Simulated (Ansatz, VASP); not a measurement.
**AlCr2C: VASP beside Ansatz**

```
Al Cr C
1.0
     2.82510    0.00000    0.00000
    -1.41255    2.44661    0.00000
     0.00000    0.00000   12.60137
Al Cr C
2 4 2
Direct
  0.66667 0.33333 0.25000
  0.33333 0.66667 0.75000
  0.33333 0.66667 0.41494
  0.66667 0.33333 0.91494
  0.66667 0.33333 0.58506
  0.33333 0.66667 0.08506
  0.00000 0.00000 0.50000
  0.00000 0.00000 0.00000
```

Alike in both runs: task single point; functional PBE; k mesh 18 × 18 × 4; occupations gaussian, width 0.05 eV; no spin polarisation.

|  | VASP | Ansatz |
| --- | --- | --- |
| version | VASP 6.6.1 | Ansatz 0.2.0 |
| potentials or method | VASP PAW PBE potentials, release 64 (Al, Cr_pv, C), cutoff 520 eV | scalar-relativistic, plane waves, PAW |
| valence electrons in the cell | 62 | 70 |

|  | VASP | Ansatz | Ansatz less VASP |
| --- | --- | --- | --- |
| pressure (GPa) | 3.7 | 3.6 | -0.10 |
| traceless stress, the component that is largest in VASP (GPa) | 0.39 | 0.51 | +0.118 |
| rms of the force components (eV/Å) | 0.001 | 0.019 | +0.0183 |

Atom by atom the forces differ by 0.018 eV/Å (rms over components). VASP's potentials hold 62 valence electrons a cell and Ansatz's 70, so a difference there can come from the potentials and not from the codes.
